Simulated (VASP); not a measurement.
Set up this calculation in VASP 6.6.1, as the native input.

```yaml
Task: relaxation of cell and atoms
Functional: PBE
Potentials_or_basis: VASP PAW PBE potentials, release 64 (Y_sv, Mg, C)
Cutoff: 600 eV
k_mesh: 6 × 6 × 4
Occupations: gaussian, width 0.1 eV
Spin: no spin polarisation
Dipole_correction: no
Further_INCAR_settings: ALGO = Normal; EDIFF = 1e-06; IBRION = 2; EDIFFG = -0.04; NSW = 90; ISIF = 3
```

The structure of Y2MgC2 lies in POSCAR:

```
Y2MgC2
1.0
    4.2035244189      0.0000000000      0.0000000000
   -2.1017622094      3.6403589322      0.0000000000
    0.0000000000      0.0000000000      5.3731571753
Y Mg C
2 1 2
Direct
    0.3333333333      0.6666666667      0.2823880217
    0.6666666667      0.3333333333      0.7176119783
    0.0000000000      0.0000000000      0.0000000000
    0.3333333333      0.6666666667      0.7814075592
    0.6666666667      0.3333333333      0.2185924408
```

These files were run (other wordings do the same):

INCAR

```
SYSTEM = Y2MgC2
  ALGO = Normal
  EDIFF = 1E-6
  EDIFFG = -0.04
  ENCUT = 600
  GGA = PE
  IBRION = 2
  ISIF = 3
  ISMEAR = 0
  LASPH = .True.
  LCHARG = .False.
  LREAL = .False.
  LWAVE = .False.
  NELM = 100
  NSW = 90
  PREC = Accurate
  SIGMA = 0.1
```

KPOINTS

```
k-points
0
Gamma
  6 6 4
  0 0 0
```

Potentials or basis: VASP PAW PBE potentials, release 64 (Y_sv, Mg, C).

Launch:

```console
$ cat potpaw_PBE.64/Y_sv/POTCAR potpaw_PBE.64/Mg/POTCAR potpaw_PBE.64/C/POTCAR > POTCAR
$ mpirun -np 1 vasp_std > vasp.out
```

Results of the run:

```yaml
Relaxed_volume: 16.49 Å³/atom
Relaxed_cell: a = 4.224 Å, b = 4.224 Å, c = 5.334 Å, α = 90.00°, β = 90.00°, γ = 120.00°
Space_group_after_relaxing_to_0.05_Å: P-3m1 (No. 164)
Energy_gained_by_relaxing: 1.3 meV/atom
Ionic_steps: 3
Pressure_after_relaxing: -0.1 GPa
Largest_force_after_relaxing: 0.033 eV/Å
Band_gap_on_the_k_mesh: zero (band 16 reaches 4.77 eV, above the bottom of band 17 at 3.93 eV)
```

Run time: 2.4 min on 1 thread of Oxide Virtual Turin-like Processor, with other jobs on the host, peak memory 0.25 GiB.
